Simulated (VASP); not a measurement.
Write the native input for VASP 6.6.1 that does the following.

- Task: single point
- Functional: PBE
- Potentials or basis: VASP PAW PBE potentials, release 64 (B, As)
- Cutoff: 520 eV
- k mesh: 15 × 15 × 15
- Occupations: fermi-dirac, width 0.03 eV
- Spin: no spin polarisation
- Dipole correction: no
- Further INCAR settings: ALGO = Normal; EDIFF = 1e-07; NBANDS = 11

The structure of BAs lies in POSCAR:

```
BAs
1.0
    0.0000000000      2.4601550000      2.3885000000
    2.4601550000      0.0000000000      2.3885000000
    2.4601550000      2.4601550000      0.0000000000
B As
1 1
Direct
    0.0000000000      0.0000000000      0.0000000000
    0.7500000000      0.7500000000      0.7500000000
```

This cell differs from its parent crystal: equal xx and yy strain of +3 %.

The input as run:

INCAR

```
ALGO = Normal ; EDIFF = 1E-7
ENCUT = 520 ; GGA = PE
ISIF = 2 ; ISMEAR = -1
LASPH = T ; LCHARG = F
LREAL = F ; LWAVE = F
NBANDS = 11 ; NELM = 100
PREC = Accurate ; SIGMA = 0.03
```

KPOINTS

```
k-points
0
Gamma
  15 15 15
```

Potentials or basis: VASP PAW PBE potentials, release 64 (B, As).

The run is started by

```bash
$ cat potpaw_PBE.64/B/POTCAR potpaw_PBE.64/As/POTCAR > POTCAR
$ mpirun -np 1 vasp_std > vasp.out
```

Results of the run:

```
Pressure               : -4.2 GPa
Band gap on the k mesh : 0.81 eV, indirect (least direct gap 2.91 eV)
```

Caveat: the cell differs from its parent crystal (equal xx and yy strain of +3 %).

It took 120 s on 1 thread of AMD EPYC 7R13 Processor (Zen 3) (shared host), peak memory 0.2 GiB.
